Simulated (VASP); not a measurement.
# GeP4 (I4/mmm) in VASP: further runs

The runs below take GeP4 through single point, relaxation of cell and atoms, with PBE.

All numbers are computed with VASP 6.6.1; they aren't measurements. Logs are shortened: lines on timing, memory, paths and dates and some standing lists are left out, and cuts for length are marked.

## (1) The cell of the first run

The structure is tetragonal, space group I4/mmm (No. 139). The conventional cell has a = 4.635 Å, b = 4.635 Å, c = 7.721 Å, α = 90.00°, β = 90.00°, γ = 90.00°. Ge (site symmetry 4/mmm) has 18 P at 2.64 to 3.50 Å within 3.5 Å. Within 3.3 Å of P (site symmetry -4m2) lie 8 P at 2.42 to 3.28 Å and 4 Ge at 3.02 Å. Within 3.2 Å of P (site symmetry 4mm) lie 5 P at 2.42 to 2.45 Å and 1 Ge at 2.64 Å.

The cell was generated, and may not be a known phase.

## (2) Single point, PBE

Input file INCAR:

```
SYSTEM = GeP4
PREC = Accurate
ENCUT = 520
EDIFF = 1E-6
ISMEAR = 0
SIGMA = 0.1
LREAL = .False.
LASPH = .True.
NELM = 80
ALGO = Normal
ISIF = 2
LWAVE = .False.
LCHARG = .False.
GGA = PE
NBANDS = 25
```

Input file KPOINTS:

```
Automatic mesh
0
Gamma
  12 12 12
  0 0 0
```

Input file POSCAR:

```
GeP4
1.0
   -2.3176533435      2.3176533435      3.8605744767
    2.3176533435     -2.3176533435      3.8605744767
    2.3176533435      2.3176533435     -3.8605744767
Ge P
1 4
Direct
    0.0000000000      0.0000000000      0.0000000000
    0.2500000000      0.7500000000      0.5000000000
    0.7500000000      0.2500000000      0.5000000000
    0.3416562965      0.3416562965      0.0000000000
    0.6583437035      0.6583437035      0.0000000000
```

Potentials or basis: VASP PAW PBE potentials, release 64 (Ge_d, P).

Run with:

```
cat potpaw_PBE.64/Ge_d/POTCAR potpaw_PBE.64/P/POTCAR > POTCAR
mpirun -np 1 vasp_std > vasp.out
```

OUTCAR:

```text
SYSTEM = GeP4
   PREC = Accurate
   ENCUT = 520
   EDIFF = 1E-6
   ISMEAR = 0
   LREAL = .False.
   LASPH = .True.
   NELM = 80
   ISIF = 2
   GGA = PE

 ion  position               nearest neighbor table
   1  0.000  0.000  0.000-   4 2.64   5 2.64
   2  0.250  0.750  0.500-   4 2.42   5 2.42   4 2.42   5 2.42
   3  0.750  0.250  0.500-   4 2.42   5 2.42   4 2.42   5 2.42
   4  0.342  0.342  0.000-   2 2.42   3 2.42   2 2.42   3 2.42   5 2.45   1 2.64
   5  0.658  0.658  0.000-   2 2.42   3 2.42   2 2.42   3 2.42   4 2.45   1 2.64

  LATTYP: Found a body centered tetragonal cell.
 ALAT       =     4.6353066870
 C/A-ratio  =     1.6657255873

  Lattice vectors:

 A1 = (  -2.3176533435,   2.3176533435,   3.8605744767)
 A2 = (   2.3176533435,  -2.3176533435,   3.8605744767)
 A3 = (   2.3176533435,   2.3176533435,  -3.8605744767)

Analysis of symmetry for initial positions (statically):
=====================================================================
 Subroutine PRICEL returns:
 Original cell was already a primitive cell.

 Routine SETGRP: Setting up the symmetry group for a
 body centered tetragonal supercell.

 Subroutine GETGRP returns: Found 16 space group operations
 (whereof 16 operations were pure point group operations)
 out of a pool of 16 trial point group operations.

The static configuration has the point symmetry D_4h.

Analysis of symmetry for dynamics (positions and initial velocities):
=====================================================================
 Subroutine PRICEL returns:
 Original cell was already a primitive cell.

 Routine SETGRP: Setting up the symmetry group for a
 body centered tetragonal supercell.

 Subroutine GETGRP returns: Found 16 space group operations
 (whereof 16 operations were pure point group operations)
 out of a pool of 16 trial point group operations.

The dynamic configuration has the point symmetry D_4h.

 Subroutine INISYM returns: Found 16 space group operations
 (whereof 16 operations are pure point group operations),
 and found     1 'primitive' translations

----------------------------------------------------------------------------------------

                                     Primitive cell

  volume of cell :      82.9486

  direct lattice vectors                    reciprocal lattice vectors
    -2.317653343  2.317653343  3.860574477     0.000000000  0.215735456  0.129514403
     2.317653343 -2.317653343  3.860574477     0.215735456  0.000000000  0.129514403
     2.317653343  2.317653343 -3.860574477     0.215735456  0.215735456  0.000000000

  length of vectors
     5.064293567  5.064293567  5.064293567     0.251626246  0.251626246  0.305096007

  position of ions in fractional coordinates (direct lattice)
     0.000000000  0.000000000  0.000000000
     0.250000000  0.750000000  0.500000000
     0.750000000  0.250000000  0.500000000
     0.341656296  0.341656296  0.000000000
     0.658343704  0.658343704  0.000000000

  ion indices of the primitive-cell ions
   primitive index   ion index
                 1           1
                 2           2
                 3           3
                 4           4
                 5           5

----------------------------------------------------------------------------------------

 KPOINTS: Automatic mesh

Automatic generation of k-mesh.
 Grid dimensions read from file:
 generate k-points for:   12   12   12

 Generating k-lattice:

  Cartesian coordinates                     Fractional coordinates (reciprocal lattice)
     0.000000000  0.017977955  0.010792867     0.083333333 -0.000000000  0.000000000
     0.017977955  0.000000000  0.010792867    -0.000000000  0.083333333  0.000000000
     0.017977955  0.017977955  0.000000000     0.000000000  0.000000000  0.083333333

  Length of vectors
     0.020968854  0.020968854  0.025424667

  Shift w.r.t. Gamma in fractional coordinates (k-lattice)
     0.000000000  0.000000000  0.000000000

 Subroutine IBZKPT returns following result:
 ===========================================

 Found    163 irreducible k-points:

 Following reciprocal coordinates:
            Coordinates               Weight
  0.000000  0.000000  0.000000      1.000000
  0.083333  0.000000  0.000000      8.000000
  0.166667 -0.000000  0.000000      8.000000
  0.250000  0.000000  0.000000      8.000000
  0.333333  0.000000  0.000000      8.000000
  0.416667 -0.000000  0.000000      8.000000
[... 16 lines left out ...]
  0.500000  0.166667  0.000000     16.000000
 -0.416667  0.166667 -0.000000     16.000000
 [... further k-points ...]
   k-points           NKPTS =    163   k-points in BZ     NKDIM =    163   number of bands    NBANDS=     25
   number of dos      NEDOS =    301   number of ions     NIONS =      5
   total plane-waves  NPLWV =  64000
   dimension x,y,z NGX =    40 NGY =   40 NGZ =   40
   dimension x,y,z NGXF=    80 NGYF=   80 NGZF=   80
   ions per type =               1   4
   NGX,Y,Z   is equivalent  to a cutoff of  13.13, 13.13, 13.13 a.u.
   NGXF,Y,Z  is equivalent  to a cutoff of  26.26, 26.26, 26.26 a.u.
 SYSTEM =  GeP4
   PREC   = accura    normal or accurate (medium, high low for compatibility)
   ISTART =      0    job   : 0-new  1-cont  2-samecut
   ICHARG =      2    charge: 1-file 2-atom 10-const
   ISPIN  =      1    spin polarized calculation?
   LNONCOLLINEAR =      F non collinear calculations
   LSORBIT =      F    spin-orbit coupling
   LASPH  =      T    aspherical Exc in radial PAW
   ENCUT  =  520.0 eV  38.22 Ry    6.18 a.u.   9.42  9.42  9.42*2*pi/ulx,y,z
   NELM   =     80;   NELMIN=  2; NELMDL= -5     # of ELM steps
   EDIFF  = 0.1E-05   stopping-criterion for ELM
   LREAL  =      F    real-space projection
   EDIFFG = 0.1E-04   stopping-criterion for IOM
   NSW    =      0    number of steps for IOM
   IBRION =     -1    ionic relax: 0-MD 1-quasi-New 2-CG
   NFREE  =      0    steps in history (QN), initial steepest desc. (CG)
   ISIF   =      2    stress and relaxation
   ISYM   =      2    0-nonsym 1-usesym 2-fastsym
   POTIM  = 0.5000    time-step for ionic-motion
   TEBEG  =    0.0;   TEEND  =   0.0 temperature during run
   PSTRESS=    0.0 pullay stress
   NELECT =      34.0000    total number of electrons
   NUPDOWN=      -1.0000    fix difference up-down
   EMIN   =  10.00;   EMAX   =-10.00  energy-range for DOS
   EFERMI =   0.00;   METHOD = LEGACY
   ISMEAR =     0;   SIGMA  =   0.10  broadening in eV -4-tet -1-fermi 0-gaus
   EFERMI_NEDOS =   21; number of points for ismear=-14 and -15
   IALGO  =     38    algorithm
   IMIX   =      4    mixing-type and parameters
     AMIX     =   0.40;   BMIX     =  1.00
     AMIX_MAG =   1.60;   BMIX_MAG =  1.00
  volume/ion in A,a.u.               =      16.59       111.95
  Fermi-wavevector in a.u.,A,eV,Ry     =   1.216088  2.298072 20.121233  1.478869
  Thomas-Fermi vector in A             =   2.351453
   LORBIT       =      0    0 simple, 1 ext, 2 COOP (PROOUT), +10 PAW based schemes
   GGA     = PE    functional components
   LHFCALC =     F    Hartree Fock is set to
   AEXX    =    0.0000 exact exchange contribution
   IVDW    =     0    specifies the selected vdW correction
   LEPSILON=     F    determine dielectric tensor
   LRPA    =     F    only Hartree local field effects (RPA)
 non-spin polarized calculation
 Gauss-broadening in eV      SIGMA  =   0.10
  energy-cutoff  :      520.00
  volume of cell :       82.95
 maximum number of plane-waves:      2295
 NGX is ok and might be reduce to    40
   NGX = 19   NGY = 19   NGZ = 19

 number of electron      33.9999998 magnetization

 Free energy of the ion-electron system (eV)
  ---------------------------------------------------
  ext. energy  EPLUGINS =         0.00000000
  ---------------------------------------------------
  free energy    TOTEN  =       -24.06827105 eV

  energy without entropy =      -24.05660210  energy(sigma->0) =      -24.06243657

 E-fermi :   8.0790     XC(G=0): -10.9271

 val. band max:        8.0785884047   @ k =  -0.2500   0.4167   0.2500
 cond. band min:       8.0814365404   @ k =   0.4167   0.2500   0.0833
 fundamental gap:      0.0028481356
 Fermi energy:         8.0789935518

 k-point     1 :       0.0000    0.0000    0.0000
  band No.  band energies     occupation
      1     -16.7616      2.00000
      2     -16.7604      2.00000
      3     -16.7599      2.00000
      4     -16.7520      2.00000
      5     -16.7520      2.00000
      6      -7.6170      2.00000
[... 17 lines left out ...]
     24      14.7663      0.00000
     25      14.7663      0.00000

 k-point     2 :       0.0833    0.0000    0.0000
  band No.  band energies     occupation
      1     -16.7616      2.00000
      2     -16.7603      2.00000
      3     -16.7599      2.00000
      4     -16.7520      2.00000
      5     -16.7520      2.00000
      6      -7.5609      2.00000
[... 17 lines left out ...]
     24      14.7934      0.00000
     25      14.9447      0.00000

 k-point     3 :       0.1667   -0.0000    0.0000
  band No.  band energies     occupation
      1     -16.7615      2.00000
      2     -16.7602      2.00000
      3     -16.7600      2.00000
      4     -16.7521      2.00000
      5     -16.7519      2.00000
      6      -7.3932      2.00000
[... 17 lines left out ...]
     24      14.8788      0.00000
     25      15.0831      0.00000

 k-point     4 :       0.2500    0.0000    0.0000
  band No.  band energies     occupation
      1     -16.7615      2.00000
      2     -16.7600      2.00000
      3     -16.7600      2.00000
      4     -16.7521      2.00000
      5     -16.7517      2.00000
      6      -7.1158      2.00000
[... 17 lines left out ...]
     24      14.0398      0.00000
     25      14.8730      0.00000
[... 477 lines left out ...]
 k-point    22 :       0.4167    0.1667    0.0000
  band No.  band energies     occupation
      1     -16.7613      2.00000
      2     -16.7602      2.00000
      3     -16.7595      2.00000
      4     -16.7522      2.00000
      5     -16.7516      2.00000
      6      -5.8530      2.00000
[... 17 lines left out ...]
     24      12.7322      0.00000
     25      13.8415      0.00000

 k-point    23 :       0.5000    0.1667    0.0000
  band No.  band energies     occupation
      1     -16.7613      2.00000
      2     -16.7602      2.00000
      3     -16.7594      2.00000
      4     -16.7523      2.00000
      5     -16.7516      2.00000
      6      -5.7632      2.00000
[... 17 lines left out ...]
     24      12.5848      0.00000
     25      13.5287      0.00000

 k-point    24 :      -0.4167    0.1667   -0.0000
  band No.  band energies     occupation
      1     -16.7614      2.00000
      2     -16.7602      2.00000
      3     -16.7594      2.00000
      4     -16.7524      2.00000
      5     -16.7516      2.00000
      6      -6.2619      2.00000
[... 17 lines left out ...]
     24      13.2356      0.00000
     25      13.5177      0.00000

 [... further k-points ...]

------------------------ aborting loop because EDIFF is reached ----------------------------------------

  FORCE on cell =-STRESS in cart. coord.  units (eV):
  Direction    XX          YY          ZZ          XY          YZ          ZX
  --------------------------------------------------------------------------------------
  -------------------------------------------------------------------------------------
  Total       -0.0866321     -0.0866321     -0.0237981      0.0000000      0.0000000      0.0000000
  in kB       -1.6733259     -1.6733259     -0.4596674      0.0000000      0.0000000      0.0000000
  external PRESSURE =      -1.2687731 kB  Pullay stress =       0.0000000 kB

 VOLUME and BASIS-vectors are now :
 -----------------------------------------------------------------------------
  energy-cutoff  :      520.00
  volume of cell :       82.95
      direct lattice vectors                 reciprocal lattice vectors
    -2.317653343  2.317653343  3.860574477     0.000000000  0.215735456  0.129514403
     2.317653343 -2.317653343  3.860574477     0.215735456  0.000000000  0.129514403
     2.317653343  2.317653343 -3.860574477     0.215735456  0.215735456  0.000000000

 POSITION                                       TOTAL-FORCE (eV/Angst)
 -----------------------------------------------------------------------------------
      0.00000      0.00000      0.00000         0.000000      0.000000      0.000000
      2.31765      0.00000      1.93029         0.000000      0.000000      0.000000
      0.00000      2.31765      1.93029         0.000000      0.000000      0.000000
      0.00000      0.00000      2.63798        -0.000000     -0.000000     -0.005594
      0.00000      0.00000      5.08317         0.000000      0.000000      0.005594
 -----------------------------------------------------------------------------------
    total drift:                               -0.000000     -0.000000     -0.000000

  FREE ENERGIE OF THE ION-ELECTRON SYSTEM (eV)
  ---------------------------------------------------
  free  energy   TOTEN  =       -24.0682710507 eV

  energy  without entropy=      -24.0566020975  energy(sigma->0) =      -24.06243657
```

Run time: 2.4 min. Hardware: 1 thread of Intel Xeon 6975P-C (Granite Rapids), shared host; peak memory 0.44 GiB.

Results:

* Free energy: -24.0683 eV
* Pressure: -0.1 GPa
* Largest force: 0.006 eV/Å
* Band gap on the k mesh: zero (bands 17 and 18 overlap by 2.49 eV)

Forces in eV/Å, atoms in the order of the input:
```
Ge   0.000  0.000  0.000
P    0.000  0.000  0.000
P    0.000  0.000  0.000
P    0.000  0.000 -0.006
P    0.000  0.000  0.006
```

Stress tensor (GPa, compression positive):
```
-0.17  0.00  0.00
 0.00 -0.17  0.00
 0.00  0.00 -0.05
```

## (3) Relaxation of cell and atoms, PBE

This run uses another cell than the first one, of 23.62 Å³/atom.

Input file INCAR:

```
PREC = Accurate ; ENCUT = 600
EDIFF = 1E-6 ; ISMEAR = 0
SIGMA = 0.1 ; LREAL = False
LASPH = True ; NELM = 60
ALGO = Normal ; ISIF = 3
LWAVE = False ; LCHARG = False
GGA = PE ; IBRION = 2
NSW = 90 ; EDIFFG = -0.04
```

Input file KPOINTS:

```
regular mesh
0
Gamma
  6 6 6
```

Input file POSCAR:

```
GeP4
1.0
   -2.2808296500      2.2808296500      5.6755146000
    2.2808296500     -2.2808296500      5.6755146000
    2.2808296500      2.2808296500     -5.6755146000
Ge P
1 4
Direct
    0.0000000000      0.0000000000      0.0000000000
    0.2500000000      0.7500000000      0.5000000000
    0.7500000000      0.2500000000      0.5000000000
    0.3800601100      0.3800601100      0.0000000000
    0.6199398900      0.6199398900      0.0000000000
```

Potentials or basis: VASP PAW PBE potentials, release 64 (Ge_d, P).

Run with:

```
cat potpaw_PBE.64/Ge_d/POTCAR potpaw_PBE.64/P/POTCAR > POTCAR
mpirun -np 1 vasp_std > vasp.out
```

It took 29 min on 1 thread of Intel Xeon 6975P-C (Granite Rapids), shared host; peak memory 0.47 GiB.

It converged, with:

```yaml
Free_energy: -24.0539 eV
Relaxed_volume: 16.42 Å³/atom
Relaxed_cell: a = 5.039 Å, b = 5.039 Å, c = 5.039 Å, α = 125.31°, β = 125.31°, γ = 81.02°
Space_group_after_relaxing_to_0.1_Å: I4/mmm (No. 139)
Energy_gained_by_relaxing: 586.3 meV/atom
Ionic_steps: 33
Pressure_after_relaxing: -0.1 GPa
Largest_force_after_relaxing: 0.036 eV/Å
Band_gap_on_the_k_mesh: zero (bands 17 and 18 overlap by 2.16 eV)
```

Forces on the atoms (eV/Å):
```
Ge   0.000  0.000  0.000
P    0.000  0.000  0.000
P    0.000  0.000  0.000
P    0.000  0.000 -0.036
P    0.000  0.000  0.036
```

Stress tensor (GPa, compression positive):
```
-0.21  0.00  0.00
 0.00 -0.21  0.00
 0.00  0.00  0.03
```

The path:
```tsv
step	energy change (eV)	largest force (eV/Å)	pressure (GPa)	volume (Å³)
1	0.0000	1.2522	-11.90	118.10
2	-1.6230	0.9200	-3.24	90.59
3	-1.6916	0.7590	0.45	85.56
4	-1.6913	0.7393	0.96	84.98
5	-1.7671	0.8674	1.16	85.33
6	-2.0277	0.7722	1.64	86.37
7	-2.3458	0.7964	2.98	88.32
8	-2.3525	0.3119	2.50	87.93
9	-2.3563	0.5302	2.67	88.09
10	-2.3876	0.6605	2.18	88.79
11	-2.4344	0.7701	1.07	90.48
12	-2.5607	0.1617	-1.13	93.76
13	-2.4064	0.3919	-5.23	99.88
14	-2.6122	0.0269	-2.71	95.46
15	-2.6164	0.0173	-3.09	95.99
16	-2.6514	0.1446	-2.70	94.92
17	-2.6542	0.2054	-2.56	94.60
18	-2.6784	0.2851	-1.31	92.81
19	-2.6816	0.4528	1.35	89.50
20	-2.6872	0.3803	0.31	90.87
21	-2.7003	0.3874	0.31	90.31
22	-2.7334	0.3568	0.46	88.66
23	-2.7814	0.4234	0.97	85.36
24	-2.8541	0.6451	3.53	78.83
25	-2.8453	0.4303	1.17	83.01
26	-2.8878	0.0513	2.17	80.91
27	-2.9120	0.2176	1.10	81.31
28	-2.9163	0.3963	0.51	81.58
29	-2.9164	0.3724	0.58	81.54
30	-2.9256	0.2588	0.18	81.86
31	-2.9307	0.0727	-0.39	82.37
32	-2.9308	0.0825	-0.36	82.34
33	-2.9316	0.0364	-0.13	82.11
```

Final structure:
```cif
data_structure
_symmetry_space_group_name_H-M 'P 1'
_symmetry_Int_Tables_number 1
_cell_length_a 5.0393
_cell_length_b 5.0393
_cell_length_c 5.0393
_cell_angle_alpha 125.311
_cell_angle_beta 125.311
_cell_angle_gamma 81.023
_cell_volume 82.11
loop_
_atom_site_label
_atom_site_type_symbol
_atom_site_fract_x
_atom_site_fract_y
_atom_site_fract_z
_atom_site_occupancy
Ge1 Ge 0.00000 0.00000 0.00000 1
P1 P 0.25000 0.75000 0.50000 1
P2 P 0.75000 0.25000 0.50000 1
P3 P 0.34093 0.34093 0.00000 1
P4 P 0.65907 0.65907 0.00000 1
```

Levels at points of the mesh, in eV from the Fermi level:
```csv
k point,band 13,band 14,band 15,band 16,band 17,band 18,band 19,band 20,band 21
"(0.00, 0.00, 0.00)",-4.63,-4.15,-4.15,-2.49,-2.41,-1.68,-1.68,2.21,4.11
"(0.50, 0.00, 0.00)",-5.87,-2.42,-2.10,-0.65,0.18,0.19,1.69,1.78,2.26
"(0.50, 0.50, 0.00)",-2.74,-2.18,-0.46,-0.44,-0.13,0.37,1.47,1.92,2.26
"(0.50, 0.50, 0.50)",-3.24,-3.24,-2.00,-0.33,-0.22,0.85,1.91,1.91,3.15
```

Caveat: the volume moved by over 15 % at a fixed basis, so the end points are rough.

The gap in the log of VASP goes by the Fermi energy; the results here count the filled bands.